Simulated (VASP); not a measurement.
**Rb: single point with RPBE**

Crystal: Rb.

```
Rb
1.0
     8.36905    0.00000    0.00000
    -4.18453    7.24781    0.00000
     0.00000    0.00000    5.00839
Rb
3
Cartesian
  4.1845 7.2478 0.0000
  0.0000 4.8319 2.5042
  4.1845 2.4159 2.5042
```

This isn't the form of Rb at room conditions, which is bcc.

* Program: VASP 6.6.1
* Task: single point
* Functional: RPBE
* Potentials or basis: VASP PAW PBE potentials, release 64 (Rb_sv)
* Cutoff: 520 eV
* k mesh: 5 × 5 × 7
* Occupations: fermi-dirac, width 0.1 eV
* Spin: no spin polarisation
* Dipole correction: no
* Further INCAR settings: ALGO = Normal; EDIFF = 1e-06; NBANDS = 20

| Item | Value |
| --- | --- |
| Pressure | 0.0 GPa |
| Band gap on the k mesh | zero (an odd number of electrons rules out a gap without spin polarisation) |

Levels at points of the mesh, in eV from the Fermi level:
| k point | band 9 | band 10 | band 11 | band 12 | band 13 | band 14 | band 15 | band 16 | band 17 | band 18 |
| --- | --- | --- | --- | --- | --- | --- | --- | --- | --- | --- |
| (0.00, 0.00, 0.00) | -13.10 | -13.05 | -13.05 | -13.03 | -1.81 | 1.01 | 1.01 | 1.02 | 1.02 | 1.13 |

It took 2.7 min on 1 thread of Oxide Virtual Turin-like Processor, on a shared host, peak memory 0.4 GiB.

Caveat: the PAW data sets were made with another functional, which shifts forces and pressure a little.
